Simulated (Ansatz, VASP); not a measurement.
# Two plane-wave programs on SrTiO3

```
Sr Ti O
1.0
     0.00000    3.93649    0.00000
     0.00000    0.00000    3.93649
     7.87297    0.00000    0.00000
Sr Ti O
2 2 6
Direct
  0.00000 0.00000 0.00000
  0.00000 0.00000 0.50000
  0.50000 0.50000 0.25000
  0.50000 0.50000 0.75000
  0.50000 0.50000 0.00000
  0.50000 0.50000 0.50000
  0.00000 0.50000 0.25000
  0.00000 0.50000 0.75000
  0.50000 0.00000 0.25000
  0.50000 0.00000 0.75000
```

Alike in both runs: task single point; functional PBE; k mesh 4 × 4 × 2; occupations gaussian, width 0.1 eV; no spin polarisation.

|  | VASP | Ansatz |
| --- | --- | --- |
| version | VASP 6.6.1 | Ansatz 0.2.0 |
| potentials or method | VASP PAW PBE potentials, release 64 (Sr_sv, Ti_sv, O), cutoff 520 eV | scalar-relativistic, plane waves, PAW |
| valence electrons in the cell | 80 | 80 |

|  | VASP | Ansatz | Ansatz less VASP |
| --- | --- | --- | --- |
| gap on the k mesh at the Fermi level (eV) | 1.79 | 1.82 | +0.031 |
| least direct gap on the mesh (eV) | 2.04 | 2.06 | +0.020 |
| pressure (GPa) | 0.7 | 0.0 | -0.63 |
